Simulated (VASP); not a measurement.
Wanted: the native input for a VASP 6.6.1 run.

```yaml
Task: single point
Functional: LDA
Potentials_or_basis: VASP PAW LDA potentials, release 64 (Zn, S)
Cutoff: 520 eV
k_mesh: 7 × 7 × 4
Occupations: gaussian, width 0.01 eV
Spin: no spin polarisation
Dipole_correction: no
Further_INCAR_settings: ALGO = Normal; EDIFF = 1e-06; NBANDS = 26
```

The structure of ZnS (Wurtzite-2H) lies in POSCAR:

```
ZnS
1.0
    3.7384812139      0.0000000000      0.0000000000
   -1.8692406069      3.2376197028      0.0000000000
    0.0000000000      0.0000000000      6.1424342240
Zn S
2 2
Direct
    0.3333333333      0.6666666667      0.0055822089
    0.6666666667      0.3333333333      0.5055822089
    0.3333333333      0.6666666667      0.3794177911
    0.6666666667      0.3333333333      0.8794177911
```

These files were run (other wordings do the same):

INCAR

```
SYSTEM = ZnS
PREC = Accurate
ENCUT = 520
EDIFF = 1E-6
ISMEAR = 0
SIGMA = 0.01
LREAL = .False.
LASPH = .True.
NELM = 100
ALGO = Normal
ISIF = 2
LWAVE = .False.
LCHARG = .True.
GGA = CA
LELF = .True.
LVHAR = .True.
NBANDS = 26
```

KPOINTS

```
regular mesh
0
Gamma
  7 7 4
  0 0 0
```

Potentials or basis: VASP PAW LDA potentials, release 64 (Zn, S).

The run is started by

```console
$ cat potpaw_LDA.64/Zn/POTCAR potpaw_LDA.64/S/POTCAR > POTCAR
$ mpirun -np 1 vasp_std > vasp.out
```

Results of the run:

```
Pressure               : 0.2 GPa
Band gap on the k mesh : 2.23 eV, direct
```

It took 22 s on 1 thread of Intel(R) Xeon(R) 6975P-C (Granite Rapids), on a shared host, peak memory 0.17 GiB.
